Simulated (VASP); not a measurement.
# Hg in VASP: settings compared

Aim: see how the results for Hg move with the level of theory and the settings. Levels: PBE, revPBE+D4. Tasks: single point, relaxation of the atoms.

Everything below comes from runs of VASP 6.6.1. Logs are shortened: lines on timing, memory, paths and dates and some standing lists are left out, and cuts for length are marked.

## (1) The cell of the first run

It takes space group I4/mmm (No. 139, tetragonal). The conventional cell has a = 3.677 Å, b = 3.677 Å, c = 3.755 Å, α = 90.00°, β = 90.00°, γ = 90.00°. Hg (site symmetry 4/mmm) has 14 Hg at 3.21 to 3.76 Å within 4.2 Å.

## (2) Single point, PBE (25.39 Å³/atom)

INCAR

```
PREC = Accurate
ENCUT = 520
EDIFF = 1E-7
ISMEAR = -1
SIGMA = 0.05
LREAL = False
LASPH = True
NELM = 100
ALGO = Fast
ISIF = 2
LWAVE = False
LCHARG = False
GGA = PE
NBANDS = 12
```

KPOINTS

```
Automatic mesh
0
Gamma
  10 10 10
```

POSCAR

```
Hg
1.0
   -1.8384249418      1.8384249418      1.8777145925
    1.8384249418     -1.8384249418      1.8777145925
    1.8384249418      1.8384249418     -1.8777145925
Hg
1
Direct
    0.5000000000      0.5000000000      0.0000000000
```

Potentials or basis: VASP PAW PBE potentials, release 64 (Hg).

The run is started by

```bash
$ cat potpaw_PBE.64/Hg/POTCAR > POTCAR
$ mpirun -np 1 vasp_std > vasp.out
```

OUTCAR:

```text
PREC = Accurate
   ENCUT = 520
   EDIFF = 1E-7
   ISMEAR = -1
   LREAL = False
   LASPH = True
   NELM = 100
   ISIF = 2
   GGA = PE

 ion  position               nearest neighbor table
   1  0.500  0.500  0.000-

  LATTYP: Found a body centered tetragonal cell.
 ALAT       =     3.6768498836
 C/A-ratio  =     1.0213713651

  Lattice vectors:

 A1 = (  -1.8384249418,   1.8384249418,   1.8777145925)
 A2 = (   1.8384249418,  -1.8384249418,   1.8777145925)
 A3 = (   1.8384249418,   1.8384249418,  -1.8777145925)

Analysis of symmetry for initial positions (statically):
=====================================================================
 Subroutine PRICEL returns:
 Original cell was already a primitive cell.

 Routine SETGRP: Setting up the symmetry group for a
 body centered tetragonal supercell.

 Subroutine GETGRP returns: Found 16 space group operations
 (whereof 16 operations were pure point group operations)
 out of a pool of 16 trial point group operations.

The static configuration has the point symmetry D_4h.

Analysis of symmetry for dynamics (positions and initial velocities):
=====================================================================
 Subroutine PRICEL returns:
 Original cell was already a primitive cell.

 Routine SETGRP: Setting up the symmetry group for a
 body centered tetragonal supercell.

 Subroutine GETGRP returns: Found 16 space group operations
 (whereof 16 operations were pure point group operations)
 out of a pool of 16 trial point group operations.

The dynamic configuration has the point symmetry D_4h.

 Subroutine INISYM returns: Found 16 space group operations
 (whereof 16 operations are pure point group operations),
 and found     1 'primitive' translations

----------------------------------------------------------------------------------------

                                     Primitive cell

  volume of cell :      25.3852

  direct lattice vectors                    reciprocal lattice vectors
    -1.838424942  1.838424942  1.877714593     0.000000000  0.271971941  0.266281149
     1.838424942 -1.838424942  1.877714593     0.271971941  0.000000000  0.266281149
     1.838424942  1.838424942 -1.877714593     0.271971941  0.271971941  0.000000000

  length of vectors
     3.207089744  3.207089744  3.207089744     0.380623682  0.380623682  0.384626408

  position of ions in fractional coordinates (direct lattice)
     0.500000000  0.500000000  0.000000000

  ion indices of the primitive-cell ions
   primitive index   ion index
                 1           1

----------------------------------------------------------------------------------------

 KPOINTS: Automatic mesh

Automatic generation of k-mesh.
 Grid dimensions read from file:
 generate k-points for:   10   10   10

 Generating k-lattice:

  Cartesian coordinates                     Fractional coordinates (reciprocal lattice)
     0.000000000  0.027197194  0.026628115     0.100000000 -0.000000000  0.000000000
     0.027197194  0.000000000  0.026628115    -0.000000000  0.100000000  0.000000000
     0.027197194  0.027197194  0.000000000     0.000000000  0.000000000  0.100000000

  Length of vectors
     0.038062368  0.038062368  0.038462641

  Shift w.r.t. Gamma in fractional coordinates (k-lattice)
     0.000000000  0.000000000  0.000000000

 Subroutine IBZKPT returns following result:
 ===========================================

 Found    102 irreducible k-points:

 Following reciprocal coordinates:
            Coordinates               Weight
  0.000000  0.000000  0.000000      1.000000
  0.100000 -0.000000  0.000000      8.000000
  0.200000 -0.000000  0.000000      8.000000
  0.300000 -0.000000  0.000000      8.000000
  0.400000 -0.000000  0.000000      8.000000
  0.500000  0.000000 -0.000000      4.000000
[... 16 lines left out ...]
  0.300000  0.300000  0.000000      8.000000
  0.400000  0.300000  0.000000     16.000000
 [... further k-points ...]
   k-points           NKPTS =    102   k-points in BZ     NKDIM =    102   number of bands    NBANDS=     12
   number of dos      NEDOS =    301   number of ions     NIONS =      1
   total plane-waves  NPLWV =  13824
   dimension x,y,z NGX =    24 NGY =   24 NGZ =   24
   dimension x,y,z NGXF=    48 NGYF=   48 NGZF=   48
   ions per type =               1
   NGX,Y,Z   is equivalent  to a cutoff of  12.44, 12.44, 12.44 a.u.
   NGXF,Y,Z  is equivalent  to a cutoff of  24.88, 24.88, 24.88 a.u.
 SYSTEM =  unknown system
   PREC   = accura    normal or accurate (medium, high low for compatibility)
   ISTART =      0    job   : 0-new  1-cont  2-samecut
   ICHARG =      2    charge: 1-file 2-atom 10-const
   ISPIN  =      1    spin polarized calculation?
   LNONCOLLINEAR =      F non collinear calculations
   LSORBIT =      F    spin-orbit coupling
   LASPH  =      T    aspherical Exc in radial PAW
   ENCUT  =  520.0 eV  38.22 Ry    6.18 a.u.   5.96  5.96  5.96*2*pi/ulx,y,z
   NELM   =    100;   NELMIN=  2; NELMDL= -5     # of ELM steps
   EDIFF  = 0.1E-06   stopping-criterion for ELM
   LREAL  =      F    real-space projection
   EDIFFG = 0.1E-05   stopping-criterion for IOM
   NSW    =      0    number of steps for IOM
   IBRION =     -1    ionic relax: 0-MD 1-quasi-New 2-CG
   NFREE  =      0    steps in history (QN), initial steepest desc. (CG)
   ISIF   =      2    stress and relaxation
   ISYM   =      2    0-nonsym 1-usesym 2-fastsym
   POTIM  = 0.5000    time-step for ionic-motion
   TEBEG  =    0.0;   TEEND  =   0.0 temperature during run
   PSTRESS=    0.0 pullay stress
   NELECT =      12.0000    total number of electrons
   NUPDOWN=      -1.0000    fix difference up-down
   EMIN   =  10.00;   EMAX   =-10.00  energy-range for DOS
   EFERMI =   0.00;   METHOD = LEGACY
   ISMEAR =    -1;   SIGMA  =   0.05  broadening in eV -4-tet -1-fermi 0-gaus
   EFERMI_NEDOS =   21; number of points for ismear=-14 and -15
   IALGO  =     68    algorithm
   IMIX   =      4    mixing-type and parameters
     AMIX     =   0.40;   BMIX     =  1.00
     AMIX_MAG =   1.60;   BMIX_MAG =  1.00
  volume/ion in A,a.u.               =      25.39       171.31
  Fermi-wavevector in a.u.,A,eV,Ry     =   1.275288  2.409944 22.127949  1.626358
  Thomas-Fermi vector in A             =   2.408008
   LORBIT       =      0    0 simple, 1 ext, 2 COOP (PROOUT), +10 PAW based schemes
   GGA     = PE    functional components
   LHFCALC =     F    Hartree Fock is set to
   AEXX    =    0.0000 exact exchange contribution
   IVDW    =     0    specifies the selected vdW correction
   LEPSILON=     F    determine dielectric tensor
   LRPA    =     F    only Hartree local field effects (RPA)
 non-spin polarized calculation
 RMM-DIIS sequential band-by-band and
  energy-cutoff  :      520.00
  volume of cell :       25.39
 maximum number of plane-waves:       695
   NGX = 11   NGY = 11   NGZ = 11

 number of electron      12.0000003 magnetization

 Free energy of the ion-electron system (eV)
  ---------------------------------------------------
  ext. energy  EPLUGINS =         0.00000000
  ---------------------------------------------------
  free energy    TOTEN  =        -0.14615283 eV

  energy without entropy =       -0.14402190  energy(sigma->0) =       -0.14508737

 E-fermi :   2.1845     XC(G=0): -10.4590

 val. band max:        2.1507185347   @ k =   0.5000   0.5000   0.3000
 cond. band min:       2.2579552383   @ k =  -0.4000   0.5000   0.3000
 fundamental gap:      0.1072367036
 Fermi energy:         2.1844800667

 k-point     1 :       0.0000    0.0000    0.0000
  band No.  band energies     occupation
      1      -6.2702      2.00000
      2      -4.7044      2.00000
      3      -4.7044      2.00000
      4      -4.6533      2.00000
      5      -3.9397      2.00000
      6      -3.8841      2.00000
      7      16.9588      0.00000
      8      17.1458      0.00000
      9      17.1458      0.00000
     10      17.3406      0.00000
     11      17.7101      0.00000
     12      17.7101      0.00000

 k-point     2 :       0.1000   -0.0000    0.0000
  band No.  band energies     occupation
      1      -6.0222      2.00000
      2      -4.7202      2.00000
      3      -4.6816      2.00000
      4      -4.5645      2.00000
      5      -3.9713      2.00000
      6      -3.8923      2.00000
      7      14.7046      0.00000
      8      16.3206      0.00000
      9      16.5779      0.00000
     10      17.1034      0.00000
     11      17.3012      0.00000
     12      17.4446      0.00000

 k-point     3 :       0.2000   -0.0000    0.0000
  band No.  band energies     occupation
      1      -5.4505      2.00000
      2      -4.8151      2.00000
      3      -4.4733      2.00000
      4      -4.2636      2.00000
      5      -4.0301      2.00000
      6      -3.8960      2.00000
      7      10.8656      0.00000
      8      14.7250      0.00000
      9      14.7892      0.00000
     10      16.6870      0.00000
     11      17.2566      0.00000
     12      18.3716      0.00000

 k-point     4 :       0.3000   -0.0000    0.0000
  band No.  band energies     occupation
      1      -5.2670      2.00000
      2      -4.9330      2.00000
      3      -4.0410      2.00000
      4      -3.8911      2.00000
      5      -3.8569      2.00000
      6      -3.3951      2.00000
      7       7.1778      0.00000
      8      13.0634      0.00000
      9      13.3913      0.00000
     10      16.4641      0.00000
     11      17.2507      0.00000
     12      19.8412      0.00000

 k-point     5 :       0.4000   -0.0000    0.0000
  band No.  band energies     occupation
      1      -5.3524      2.00000
      2      -5.0265      2.00000
      3      -4.0136      2.00000
      4      -3.8810      2.00000
      5      -3.4963      2.00000
      6      -1.5187      2.00000
      7       3.8411      0.00000
      8      11.8481      0.00000
      9      12.5404      0.00000
     10      16.3925      0.00000
     11      17.2486      0.00000
     12      21.4804      0.00000
[... 228 lines left out ...]
      1      -5.1483      2.00000
      2      -4.8648      2.00000
      3      -4.4271      2.00000
      4      -4.0372      2.00000
      5      -3.8946      2.00000
      6      -3.5888      2.00000
      7       9.1878      0.00000
      8      11.8014      0.00000
      9      13.5173      0.00000
     10      16.9192      0.00000
     11      18.5154      0.00000
     12      18.9579      0.00000

 k-point    22 :      -0.2000    0.2000    0.0000
  band No.  band energies     occupation
      1      -5.4265      2.00000
      2      -4.8518      2.00000
      3      -4.4442      2.00000
      4      -4.2796      2.00000
      5      -3.9823      2.00000
      6      -3.9156      2.00000
      7      11.1464      0.00000
      8      14.4700      0.00000
      9      14.5021      0.00000
     10      16.3595      0.00000
     11      16.9511      0.00000
     12      18.8331      0.00000

 k-point    23 :       0.3000    0.3000    0.0000
  band No.  band energies     occupation
      1      -5.1059      2.00000
      2      -4.6170      2.00000
      3      -4.3608      2.00000
      4      -3.8953      2.00000
      5      -3.8005      2.00000
      6       0.9078      2.00000
      7       3.8578      0.00000
      8       5.3797      0.00000
      9      11.8111      0.00000
     10      18.8315      0.00000
     11      19.4454      0.00000
     12      20.9193      0.00000

 k-point    24 :       0.4000    0.3000    0.0000
  band No.  band energies     occupation
      1      -5.1187      2.00000
      2      -4.6272      2.00000
      3      -4.3465      2.00000
      4      -3.9141      2.00000
      5      -3.7600      2.00000
      6       1.0123      2.00000
      7       3.7612      0.00000
      8       5.3677      0.00000
      9      11.7257      0.00000
     10      18.4387      0.00000
     11      19.4489      0.00000
     12      21.4716      0.00000

 [... further k-points ...]

------------------------ aborting loop because EDIFF is reached ----------------------------------------

  FORCE on cell =-STRESS in cart. coord.  units (eV):
  Direction    XX          YY          ZZ          XY          YZ          ZX
  --------------------------------------------------------------------------------------
  -------------------------------------------------------------------------------------
  Total        0.4403927      0.4403927      0.5478242      0.0000000     -0.0000000      0.0000000
  in kB       27.7951706     27.7951706     34.5756581      0.0000000     -0.0000000      0.0000000
  external PRESSURE =      30.0553331 kB  Pullay stress =       0.0000000 kB

 VOLUME and BASIS-vectors are now :
 -----------------------------------------------------------------------------
  energy-cutoff  :      520.00
  volume of cell :       25.39
      direct lattice vectors                 reciprocal lattice vectors
    -1.838424942  1.838424942  1.877714593     0.000000000  0.271971941  0.266281149
     1.838424942 -1.838424942  1.877714593     0.271971941  0.000000000  0.266281149
     1.838424942  1.838424942 -1.877714593     0.271971941  0.271971941  0.000000000

 POSITION                                       TOTAL-FORCE (eV/Angst)
 -----------------------------------------------------------------------------------
      0.00000      0.00000      1.87771         0.000000      0.000000      0.000000
 -----------------------------------------------------------------------------------
    total drift:                               -0.000000      0.000000      0.000000

  FREE ENERGIE OF THE ION-ELECTRON SYSTEM (eV)
  ---------------------------------------------------
  free  energy   TOTEN  =        -0.1461528349 eV

  energy  without entropy=       -0.1440219033  energy(sigma->0) =       -0.14508737
```

Run time: 26 s. Hardware: 1 thread of Intel Xeon 8259CL, shared host; peak memory 0.16 GiB.

What came out:

```
Free energy            : -0.1462 eV
Pressure               : 3.0 GPa
Band gap on the k mesh : zero (bands 6 and 7 overlap by 3.80 eV)
```

Levels at points of the mesh, in eV from the Fermi level:
```csv
k point,band 4,band 5,band 6,band 7,band 8,band 9
"(0.00, 0.00, 0.00)",-6.84,-6.12,-6.07,14.77,14.96,14.96
"(0.50, 0.00, 0.00)",-6.06,-5.53,-1.44,-1.09,9.22,10.06
"(0.50, 0.50, 0.00)",-6.04,-5.52,-1.31,-1.01,8.88,9.70
"(0.50, 0.50, 0.50)",-5.66,-5.66,2.71,3.53,4.00,4.00
```

Caveat: the cell stands under pressure; spin-orbit coupling is left out, which moves the levels of the heavy elements.

## (3) Single point, PBE (25.93 Å³/atom)

This run uses another cell than the first one, of 25.93 Å³/atom.

INCAR

```
SYSTEM = Hg
PREC = Accurate
ENCUT = 520
EDIFF = 1E-6
ISMEAR = -1
SIGMA = 0.05
LREAL = .False.
LASPH = .True.
NELM = 80
ALGO = Fast
ISIF = 2
LWAVE = .False.
LCHARG = .False.
GGA = PE
NBANDS = 12
```

KPOINTS

```
regular mesh
0
Gamma
  10 10 10
  0 0 0
```

POSCAR

```
Hg
1.0
   -1.8513720229      1.8513720229      1.8909383704
    1.8513720229     -1.8513720229      1.8909383704
    1.8513720229      1.8513720229     -1.8909383704
Hg
1
Direct
    0.5000000000      0.5000000000      0.0000000000
```

Potentials or basis: VASP PAW PBE potentials, release 64 (Hg).

The run is started by

```bash
$ cat potpaw_PBE.64/Hg/POTCAR > POTCAR
$ mpirun -np 1 vasp_std > vasp.out
```

OUTCAR:

```text
SYSTEM = Hg
   PREC = Accurate
   ENCUT = 520
   EDIFF = 1E-6
   ISMEAR = -1
   LREAL = .False.
   LASPH = .True.
   NELM = 80
   ISIF = 2
   GGA = PE

 ion  position               nearest neighbor table
   1  0.500  0.500  0.000-

  LATTYP: Found a body centered tetragonal cell.
 ALAT       =     3.7027440458
 C/A-ratio  =     1.0213713651

  Lattice vectors:

 A1 = (  -1.8513720229,   1.8513720229,   1.8909383704)
 A2 = (   1.8513720229,  -1.8513720229,   1.8909383704)
 A3 = (   1.8513720229,   1.8513720229,  -1.8909383704)

Analysis of symmetry for initial positions (statically):
=====================================================================
 Subroutine PRICEL returns:
 Original cell was already a primitive cell.

 Routine SETGRP: Setting up the symmetry group for a
 body centered tetragonal supercell.

 Subroutine GETGRP returns: Found 16 space group operations
 (whereof 16 operations were pure point group operations)
 out of a pool of 16 trial point group operations.

The static configuration has the point symmetry D_4h.

Analysis of symmetry for dynamics (positions and initial velocities):
[... 167 lines left out ...]
      2      -4.7931      2.00000
      3      -4.7931      2.00000
      4      -4.7441      2.00000
      5      -4.0596      2.00000
      6      -4.0065      2.00000
      7      16.7384      0.00000
      8      16.8724      0.00000
      9      16.8724      0.00000
     10      16.9210      0.00000
     11      17.3283      0.00000
     12      17.3283      0.00000
[... 331 lines left out ...]
 k-point    24 :       0.4000    0.3000    0.0000
  band No.  band energies     occupation
      1      -5.1859      2.00000
      2      -4.7116      2.00000
      3      -4.4424      2.00000
      4      -4.0350      2.00000
      5      -3.8866      2.00000
      6       0.8285      2.00000
      7       3.6088      0.00000
      8       5.1926      0.00000
      9      11.4604      0.00000
     10      18.1369      0.00000
     11      19.1063      0.00000
     12      21.0465      0.00000

 [... further k-points ...]

------------------------ aborting loop because EDIFF is reached ----------------------------------------

  FORCE on cell =-STRESS in cart. coord.  units (eV):
  Direction    XX          YY          ZZ          XY          YZ          ZX
  --------------------------------------------------------------------------------------
  -------------------------------------------------------------------------------------
  Total        0.3655644      0.3655644      0.4526274      0.0000000     -0.0000000      0.0000000
  in kB       22.5917414     22.5917414     27.9722009      0.0000000     -0.0000000      0.0000000
  external PRESSURE =      24.3852279 kB  Pullay stress =       0.0000000 kB

 VOLUME and BASIS-vectors are now :
 -----------------------------------------------------------------------------
  energy-cutoff  :      520.00
  volume of cell :       25.93
      direct lattice vectors                 reciprocal lattice vectors
    -1.851372023  1.851372023  1.890938370     0.000000000  0.270069977  0.264418983
     1.851372023 -1.851372023  1.890938370     0.270069977  0.000000000  0.264418983
     1.851372023  1.851372023 -1.890938370     0.270069977  0.270069977  0.000000000

 POSITION                                       TOTAL-FORCE (eV/Angst)
 -----------------------------------------------------------------------------------
      0.00000      0.00000      1.89094         0.000000      0.000000      0.000000
 -----------------------------------------------------------------------------------
    total drift:                               -0.000000      0.000000      0.000000

  FREE ENERGIE OF THE ION-ELECTRON SYSTEM (eV)
  ---------------------------------------------------
  free  energy   TOTEN  =        -0.1555162112 eV

  energy  without entropy=       -0.1531752123  energy(sigma->0) =       -0.15434571
```

Wall time 24 s (1 thread of Intel Xeon 8259CL, shared host); peak memory 0.16 GiB.

What came out:

```yaml
Free_energy: -0.1555 eV
Pressure: 2.4 GPa
Band_gap_on_the_k_mesh: zero (bands 6 and 7 overlap by 3.57 eV)
```

Caveat: spin-orbit coupling is left out, which moves the levels of the heavy elements.

(Part 1 of 2 ends here.)

The gap in the log of VASP goes by the Fermi energy; the results here count the filled bands.